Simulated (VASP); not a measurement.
Write the native input for VASP 6.6.1 that does the following.

```yaml
Task: single point
Functional: PBE
Potentials_or_basis: VASP PAW PBE potentials, release 64 (Na_pv, F)
Cutoff: 520 eV
k_mesh: 8 × 8 × 8
Occupations: fermi-dirac, width 0.02 eV
Spin: no spin polarisation
Dipole_correction: no
Further_INCAR_settings: ALGO = Normal; EDIFF = 1e-07; NBANDS = 14
```

The structure of NaF lies in POSCAR:

```
NaF
1.0
    0.0000000000      2.3497438045      2.3497438045
    2.3497438045      0.0000000000      2.3497438045
    2.3497438045      2.3497438045      0.0000000000
Na F
1 1
Direct
    0.0000000000      0.0000000000      0.0000000000
    0.5000000000      0.5000000000      0.5000000000
```

These files were run (other wordings do the same):

INCAR

```
PREC     = Accurate       # precision mode
ENCUT    = 520            # plane-wave cutoff, eV
EDIFF    = 1E-7           # SCF threshold, eV
ISMEAR   = -1             # smearing method
SIGMA    = 0.02           # smearing width, eV
LREAL    = False          # projectors in reciprocal space
LASPH    = True           # aspherical terms in the spheres
NELM     = 80             # most SCF steps
ALGO     = Normal         # electronic algorithm
ISIF     = 2              # what is computed and relaxed
LWAVE    = False          # write WAVECAR
LCHARG   = True           # write CHGCAR
GGA      = PE             # functional
LELF     = True           # ELF
LVHAR    = True         
NBANDS   = 14             # bands
```

KPOINTS

```
Automatic mesh
0
Gamma
  8 8 8
```

Potentials or basis: VASP PAW PBE potentials, release 64 (Na_pv, F).

Launch:

```sh
$ cat potpaw_PBE.64/Na_pv/POTCAR potpaw_PBE.64/F/POTCAR > POTCAR
$ mpirun -np 1 vasp_std > vasp.out
```

Results of the run:

* Pressure: -0.1 GPa
* Band gap on the k mesh: 6.08 eV

Run time: 18 s on 1 thread of AMD EPYC 7R13, with other jobs on the host, peak memory 0.12 GiB.
